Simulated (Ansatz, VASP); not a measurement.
## Pd: VASP beside Ansatz

Contents of POSCAR:

```
Pd
1.0
    0.0000000000      1.9567730078      1.9567730078
    1.9567730078      0.0000000000      1.9567730078
    1.9567730078      1.9567730078      0.0000000000
Pd
1
Direct
    0.0000000000      0.0000000000      0.0000000000
```

INCAR.step1

```
PREC     = Accurate       # precision mode
ENCUT    = 520            # plane-wave cutoff, eV
ISMEAR   = -1             # smearing method
SIGMA    = 0.05           # smearing width, eV
LREAL    = False          # projectors in reciprocal space
LASPH    = True           # aspherical terms in the spheres
NELM     = 150            # most SCF steps
ISPIN    = 2              # spin polarisation
MAGMOM   = 0.491          # initial moments
LMAXMIX  = 4              # l up to which the mixer works
NBANDS   = 15             # bands
GGA      = PE             # functional
ALGO     = Normal         # electronic algorithm
EDIFF    = 1E-4           # SCF threshold, eV
LWAVE    = True           # write WAVECAR
LCHARG   = False          # write CHGCAR
```

INCAR.step2

```
PREC     = Accurate       # precision mode
ENCUT    = 520            # plane-wave cutoff, eV
EDIFF    = 1E-7           # SCF threshold, eV
ISMEAR   = -1             # smearing method
SIGMA    = 0.05           # smearing width, eV
LREAL    = False          # projectors in reciprocal space
LASPH    = True           # aspherical terms in the spheres
NELM     = 150            # most SCF steps
ALGO     = Normal         # electronic algorithm
ISIF     = 2              # what is computed and relaxed
LWAVE    = False          # write WAVECAR
LCHARG   = True           # write CHGCAR
ISPIN    = 2              # spin polarisation
MAGMOM   = 0.491          # initial moments
LORBIT   = 11             # projections on sites
LMAXMIX  = 4              # l up to which the mixer works
METAGGA  = R2SCAN         # meta-GGA
LMIXTAU  = True         
LELF     = True           # ELF
LVHAR    = True         
NBANDS   = 15             # bands
ISTART   = 1
```

Contents of KPOINTS:

```
regular mesh
0
Gamma
  23 23 23
```

Input for Ansatz:

```yaml
crystal:
  lattice:
    - [0.0, 1.9567730078, 1.9567730078]
    - [1.9567730078, 0.0, 1.9567730078]
    - [1.9567730078, 1.9567730078, 0.0]
  atoms:
    - { symbol: Pd, position: [0.0, 0.0, 0.0], spin: 0.491 }
hamiltonian:
  xc: r2scan
  pseudopotentials:
    kind: paw
    azcp:
      Pd: "pseudopotentials/Pd.paw.azcp"
basis:
  ecutwfc: 500
  fft_grid_basis: typed
kpoints:
  mp_grid: { grid: [23, 23, 23], shift: [0, 0, 0] }
magnetization:
  spin_polarized: true
scf:
  occupations: { method: fermi_dirac, width: 0.05 }
```

Alike in both runs: task single point; functional r2SCAN; k mesh 23 × 23 × 23; occupations fermi-dirac, width 0.05 eV; collinear spin.

|  | VASP | Ansatz |
| --- | --- | --- |
| version | VASP 6.6.1 | Ansatz 0.2.0 |
| potentials or method | VASP PAW PBE potentials, release 64 (Pd), cutoff 520 eV | plane waves (500 eV) with PAW, scalar-relativistic |
| valence electrons in the cell | 10 | 18 |

Ansatz gave:

* net moment per atom (μB): 0.41
* size of the moment on the site where the two differ most (μB): 0.44

Q: What did VASP give for the same quantities?

A: net moment per atom (μB): 0.42; size of the moment on the site where the two differ most (μB): 0.42.

VASP's potentials were made for PBE, not for r2SCAN. Site moments also hang on the region over which each program counts them. VASP's potentials hold 10 valence electrons a cell and Ansatz's 18, so a difference there can come from the potentials and not from the codes. Ansatz's warnings: stability check not made.
